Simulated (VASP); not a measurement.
NaF (Villiaumite):

```
Na F
1.0
     0.00000    2.35053    2.35053
     2.35053    0.00000    2.35053
     2.35053    2.35053    0.00000
Na F
1 1
Direct
  0.00000 0.00000 0.00000
  0.50000 0.50000 0.50000
```

Program: VASP 6.6.1. Alike in all runs: task single point; no spin polarisation; cell as given; k mesh 10 × 10 × 10; cutoff (eV) 520; smearing fermi-dirac 0.05 eV.

Problem. Order these runs on this cell by their band gap on the k mesh, lowest first.
A. level LDA; potentials or basis VASP PAW LDA potentials, release 64 (Na_pv, F)
B. level r2SCAN; potentials or basis VASP PAW PBE potentials, release 64 (Na_pv, F)
C. level PBEsol; potentials or basis VASP PAW PBE potentials, release 64 (Na_pv, F)

Solution. A (5.74 eV), C (5.94 eV), B (6.93 eV).

A k mesh can miss the band edges.
